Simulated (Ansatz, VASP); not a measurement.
# One calculation of SrAl2O2, two programs

INCAR

```
SYSTEM = SrAl2O2
ALGO     = Normal         ! electronic algorithm
EDIFF    = 1E-6           ! SCF threshold, eV
ENCUT    = 520            ! plane-wave cutoff, eV
GGA      = PE             ! functional
ISIF     = 2              ! what is computed and relaxed
ISMEAR   = 0              ! smearing method
ISPIN    = 2              ! spin polarisation
LASPH    = .True.         ! aspherical terms in the spheres
LCHARG   = .True.         ! write CHGCAR
LELF     = .True.         ! ELF
LORBIT   = 11             ! projections on sites
LREAL    = .False.        ! projectors in reciprocal space
LVHAR    = .True.       
LWAVE    = .False.        ! write WAVECAR
MAGMOM   = 0 0 0 1 1      ! initial moments
NBANDS   = 26             ! bands
NELM     = 150            ! most SCF steps
PREC     = Accurate       ! precision mode
SIGMA    = 0.1            ! smearing width, eV
```

The input KPOINTS:

```
k-points
0
Gamma
  4 4 4
  0 0 0
```

File POSCAR:

```
SrAl2O2
1.0
    4.0086524400      0.0000000000      0.0000000000
    0.0000000000      4.0086524400      0.0000000000
    0.0000000000      0.0000000000      5.4376190000
Sr Al O
1 2 2
Direct
    0.0000000000      0.0000000000      0.0000000000
    0.5000000000      0.5000000000      0.2399999900
    0.5000000000      0.5000000000      0.7600000100
    0.0000000000      0.5000000000      0.5000000000
    0.5000000000      0.0000000000      0.5000000000
```

Input for Ansatz:

```yaml
crystal:
  lattice:
    - [4.00865244, 0.0, 0.0]
    - [0.0, 4.00865244, 0.0]
    - [0.0, 0.0, 5.437619]
  atoms:
    - { symbol: Sr, position: [0.0, 0.0, 0.0] }
    - { symbol: Al, position: [0.5, 0.5, 0.23999999] }
    - { symbol: Al, position: [0.5, 0.5, 0.76000001] }
    - { symbol: O, position: [0.0, 0.5, 0.5], spin: 1.0 }
    - { symbol: O, position: [0.5, 0.0, 0.5], spin: 1.0 }
basis:
  ecutwfc: 420
kpoints:
  mp_grid: { grid: [4, 4, 4] }
hamiltonian:
  xc: pbe
scf:
  occupations: { method: gaussian, width: 0.1 }
  lower_state_search: "off"
output:
  forces: true
  stress: true
  eigenvalues: true
  populations: true
magnetization:
  spin_polarized: true
```

Change from the starting cell: species swapped into the CeMg2Si2 type (P4/mmm, No. 123).

Alike in both runs: task single point; functional PBE; k mesh 4 × 4 × 4; occupations gaussian, width 0.1 eV; collinear spin.

|  | VASP | Ansatz |
| --- | --- | --- |
| version | VASP 6.6.1 | Ansatz 0.2.0 |
| potentials or method | VASP PAW PBE potentials, release 64 (Sr_sv, Al, O), cutoff 520 eV | scalar-relativistic, plane waves, PAW |
| valence electrons in the cell | 28 | 28 |

|  | VASP | Ansatz | Ansatz less VASP |
| --- | --- | --- | --- |
| gap on the k mesh at the Fermi level (eV) | none | none | - |
| pressure (GPa) | -7.8 | -7.8 | -0.06 |
| traceless stress, the component that is largest in VASP (GPa) | -16.60 | -16.60 | -0.001 |
| rms of the force components (eV/Å) | 1.434 | 1.432 | -0.0020 |
| net moment per atom (μB) | 0.00 | 0.00 | 0.000 |

Atom by atom the forces differ by 0.002 eV/Å (rms over components). A gap of «none» marks a metal or a gap that the smearing closes. Ansatz's warnings: seeded moment not kept.

The k mesh is coarse, so the values compare programs but aren't converged.
